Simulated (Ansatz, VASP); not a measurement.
Two plane-wave programs on Al

The input INCAR:

```
SYSTEM = Al
ALGO     = Normal         ! electronic algorithm
EDIFF    = 1E-6           ! SCF threshold, eV
EDIFFG   = -0.01          ! ionic threshold
ENCUT    = 600            ! plane-wave cutoff, eV
GGA      = PS             ! functional
IBRION   = 2              ! ionic algorithm
ISIF     = 3              ! what is computed and relaxed
ISMEAR   = -1             ! smearing method
LASPH    = .TRUE.         ! aspherical terms in the spheres
LCHARG   = .FALSE.        ! write CHGCAR
LREAL    = .FALSE.        ! projectors in reciprocal space
LWAVE    = .FALSE.        ! write WAVECAR
NELM     = 100            ! most SCF steps
NSW      = 80             ! ionic steps
PREC     = Accurate       ! precision mode
SIGMA    = 0.1            ! smearing width, eV
```

The input KPOINTS:

```
k-points
0
G
  10 10 3
  0 0 0
```

POSCAR

```
Al
1.0
    2.8270770000      0.0000000000      0.0000000000
   -1.4135385000      2.4483205005      0.0000000000
    0.0000000000      0.0000000000      9.1859930000
Al
4
Direct
    0.0000000000      0.0000000000      0.0000000000
    0.0000000000      0.0000000000      0.5000000000
    0.3333333333      0.6666666667      0.2500000000
    0.6666666667      0.3333333333      0.7500000000
```

Input for Ansatz:

```yaml
crystal:
  lattice:
    a: 2.827077
    b: 2.827077
    c: 9.185993
    alpha: 90.0
    beta: 90.0
    gamma: 120.0
  space_group: 194
  atoms:
    - { symbol: Al, position: [0.0, 0.0, 0.0] }
    - { symbol: Al, position: [0.3333333333333333, 0.6666666666666666, 0.25] }
kpoints:
  mp_grid:
    grid: [10, 10, 3]
    shift: [0.0, 0.0, 0.0]
hamiltonian:
  xc: pbesol
  dispersion: none
scf:
  occupations:
    method: fermi_dirac
relax:
  f_tol: 0.01
  cell: {}
```

Alike in both runs: task relaxation of cell and atoms; functional PBEsol; k mesh 10 × 10 × 3; no spin polarisation.

|  | VASP | Ansatz |
| --- | --- | --- |
| version | VASP 6.6.1 | Ansatz 0.2.0 |
| potentials or method | VASP PAW PBE potentials, release 64 (Al) | plane waves, PAW |
| plane-wave cutoff (eV) | 600 | 420 |
| occupations | fermi-dirac, width 0.1 eV | fermi-dirac |
| valence electrons in the cell | 12 | 12 |

|  | VASP | Ansatz | Ansatz less VASP |
| --- | --- | --- | --- |
| relaxed volume (Å³/atom) | 16.23 | 16.22 | -0.014 |
| relaxed cell length with the largest relative difference (Å) | 9.338 | 9.334 | -0.0036 |

VASP's potentials were made for PBE, not for PBEsol.
